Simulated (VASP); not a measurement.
Here is a VASP 6.6.1 calculation.

Contents of INCAR:

```
PREC = Accurate
ENCUT = 400
EDIFF = 1E-8
ISMEAR = -1
SIGMA = 0.05
LREAL = F
LASPH = T
NELM = 120
ALGO = Normal
ISIF = 2
LWAVE = F
LCHARG = F
LEFG = T
NBANDS = 8
GGA_COMPAT = F
```

The input KPOINTS:

```
regular mesh
0
Gamma
  12 12 12
```

Contents of POSCAR:

```
Sb
1.0
    3.0416716961      0.0000000000      0.0000000000
    0.0000000000      3.0416716961      0.0000000000
    0.0000000000      0.0000000000      3.0416716961
Sb
1
Direct
    0.0000000000      0.0000000000      0.0000000000
```

Potentials or basis: VASP PAW LDA potentials, release 64 (Sb).

Run with:

```sh
$ cat potpaw_LDA.64/Sb/POTCAR > POTCAR
$ mpirun -np 1 vasp_std > vasp.out
```

**Question.** What does it give for the band gap on the k mesh?

**Answer.** Zero (an odd number of electrons rules out a gap without spin polarisation).

**Question.** Estimate the pressure.

**Answer.** 0.2 GPa.

Caveat: spin-orbit coupling is left out, which moves the levels of the heavy elements.
